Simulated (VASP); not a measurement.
Runs of VASP 6.6.1 on In3GaAs4. The structure is that of space group P-43m (No. 215), or close to it. The cells are those of the table. 

```tsv
cell	gap on the mesh (eV)	pressure (GPa)	largest force (eV/Å)
a = 6.138 Å, 8 atoms	none	-1.3	0.02
a = 6.077 Å, 8 atoms	none	(b)	-
a = 6.274 Å, 8 atoms	none	-3.8	0.01
a = 6.197 Å, 8 atoms	none	-2.5	0.01
a = 6.016 Å, 8 atoms	none	(a)	0.01
a = 5.953 Å, 8 atoms	none	3.7	0.01
```

Alike in all rows: task single point; level PBE; potentials or basis VASP PAW PBE potentials, release 64 (In_d, Ga_d, As); no spin polarisation; k mesh 6 × 6 × 6; cutoff (eV) 520; smearing gaussian 0.1 eV.

Q: Fill in the values left out.

A: (a) 1.7; (b) 0.1.

Caveats: semilocal functionals underestimate gaps, so a narrow gap can read as zero; spin-orbit coupling is left out, which moves the levels of the heavy elements; the cell stands under tension (at least some runs); the cell stands under pressure (at least some runs).

A k mesh can miss the band edges, and the runs leave out spin-orbit coupling on As, Ga, In.

A gap of «none» marks levels without a gap at the run's occupations.
